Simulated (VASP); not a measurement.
Input of a VASP 6.6.1 run:

File POSCAR:

```
BP
1.0
    3.2039355360      0.0000000000      0.0000000000
   -1.6019677680      2.7746895663      0.0000000000
    0.0000000000      0.0000000000      8.4666271308
B P
2 2
Direct
    0.3333333333      0.6666666667      0.2500000000
    0.6666666667      0.3333333333      0.7500000000
    0.6666666667      0.3333333333      0.2500000000
    0.3333333333      0.6666666667      0.7500000000
```

Contents of INCAR.step1:

```
ALGO = Normal ; EDIFF = 1E-4
ENCUT = 520 ; GGA = PE
ISMEAR = -1 ; LASPH = True
LCHARG = False ; LREAL = False
LWAVE = True ; NBANDS = 16
NELM = 100 ; PREC = Accurate
SIGMA = 0.02
```

INCAR.step2

```
ALGO = Normal ; EDIFF = 1E-7
ENCUT = 520 ; ISIF = 2
ISMEAR = -1 ; ISTART = 1
LASPH = True ; LCHARG = False
LMIXTAU = True ; LREAL = False
LWAVE = False ; METAGGA = R2SCAN
NBANDS = 16 ; NELM = 100
PREC = Accurate ; SIGMA = 0.02
```

File KPOINTS:

```
k-points
0
Gamma
  12 12 2
```

Potentials or basis: VASP PAW PBE potentials, release 64 (B, P).

Run with:

```sh
$ cat potpaw_PBE.64/B/POTCAR potpaw_PBE.64/P/POTCAR > POTCAR
$ cp INCAR.step1 INCAR
$ mpirun -np 1 vasp_std > vasp.out
$ cp INCAR.step2 INCAR
$ mpirun -np 1 vasp_std > vasp.out
```

**Question.** Estimate the band gap on the k mesh.

**Answer.** 1.07 eV, direct.

**Question.** What does it give for the pressure?

**Answer.** -0.3 GPa.

Stress tensor (GPa, compression positive):
```
-0.48  0.00  0.00
 0.00 -0.48  0.00
 0.00  0.00 -0.06
```

Caveat: the PAW data sets were made with another functional, which shifts forces and pressure a little. A k mesh can miss the band edges.
